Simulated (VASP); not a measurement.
Runs of VASP 6.6.1 on NiO. The structure is that of space group I4/mmm (No. 139), or close to it. The cells are those of the table. 

```tsv
cell	gap on the mesh (eV)	pressure (GPa)	moment (μB)
a = 3.080, b = 3.080, c = 4.088 Å, 4 atoms	0.57	(a)	4.00
a = 3.006, b = 3.006, c = 3.937 Å, 4 atoms	0.17	10.2	4.00
a = 2.784, b = 2.784, c = 4.406 Å, 4 atoms	none	23.9	3.92
a = 3.080, b = 3.080, c = 4.084 Å, 4 atoms	(b)	-8.5	4.00
a = 2.784, b = 2.784, c = 4.339 Å, 4 atoms	none	27.5	3.93
```

Alike in all rows: task single point; level r2SCAN; potentials or basis VASP PAW PBE potentials, release 64 (Ni, O); spin collinear, ferromagnetic start; k mesh 10 × 10 × 8; cutoff (eV) 520; smearing gaussian 0.02 eV.

Fill in the values left out.

(a) -8.7; (b) 0.56.

Caveats: the PAW data sets were made with another functional, which shifts forces and pressure a little; semilocal functionals underestimate gaps, and a narrow one can read as zero (at least some runs); semilocal functionals often make such compounds metallic where correlation or magnetic order opens a gap, which also shifts bond lengths (at least some runs); the stress differs along the axes, from -13 to -0 GPa (at least some runs); the stress differs along the axes, from 2 to 28 GPa (at least some runs); the stress differs along the axes, from -0 to 36 GPa (at least some runs); the stress differs along the axes, from -13 to 0 GPa (at least some runs).

A k mesh can miss the band edges.

A gap of «none» marks levels without a gap at the run's occupations.
